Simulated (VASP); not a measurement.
Set up this calculation in VASP 6.6.1, as the native input.

| Item | Value |
| --- | --- |
| Task | relaxation of cell and atoms |
| Functional | PBE |
| Potentials or basis | VASP PAW PBE potentials, release 64 (Te) |
| Cutoff | 600 eV |
| k mesh | 13 × 13 × 12 |
| Occupations | fermi-dirac, width 0.08 eV |
| Spin | no spin polarisation |
| Target pressure | 1.6 GPa |
| Dipole correction | no |
| Further INCAR settings | ALGO = Normal; EDIFF = 1e-06; IBRION = 2; EDIFFG = -0.005; NSW = 32; ISIF = 3 |

The structure of Te lies in POSCAR:

```
Te
1.0
    3.3577220681      0.0000000000      0.0000000000
   -1.6788610340      2.9078726098      0.0000000000
    0.0000000000      0.0000000000      3.0860473898
Te
1
Direct
    0.0000000000      0.0000000000      0.0000000000
```

This isn't the form of Te at room conditions, which is trigonal, of chains.

The input as run:

INCAR

```
ALGO = Normal
EDIFF = 1E-6
EDIFFG = -0.005
ENCUT = 600
GGA = PE
IBRION = 2
ISIF = 3
ISMEAR = -1
LASPH = T
LCHARG = F
LREAL = F
LWAVE = F
NELM = 100
NSW = 32
PREC = Accurate
PSTRESS = 16.0
SIGMA = 0.08
```

KPOINTS

```
k-points
0
Gamma
  13 13 12
```

Potentials or basis: VASP PAW PBE potentials, release 64 (Te).

Command:

```console
$ cat potpaw_PBE.64/Te/POTCAR > POTCAR
$ mpirun -np 1 vasp_std > vasp.out
```

Results of the run:

```json
{
 "Relaxed volume": "30.10 Å³/atom",
 "Relaxed cell": "a = 3.357 Å, b = 3.357 Å, c = 3.085 Å, α = 90.00°, β = 90.00°, γ = 120.00°",
 "Space group after relaxing (to 0.1 Å)": "P6/mmm (No. 191)",
 "Energy change on relaxing (the run minimises the enthalpy)": "+0.3 meV/atom",
 "Ionic steps": "3",
 "Pressure after relaxing": "1.6 GPa",
 "Band gap on the k mesh": "zero (bands 3 and 4 overlap by 6.00 eV)"
}
```

Caveat: the cell is relaxed towards a set pressure, so the run minimises the enthalpy, not the energy; spin-orbit coupling is left out, which moves the levels of the heavy elements.

Wall time 25 s on 1 thread of AMD EPYC 9R45 (Zen 5), with other jobs on the host, peak memory 0.15 GiB.
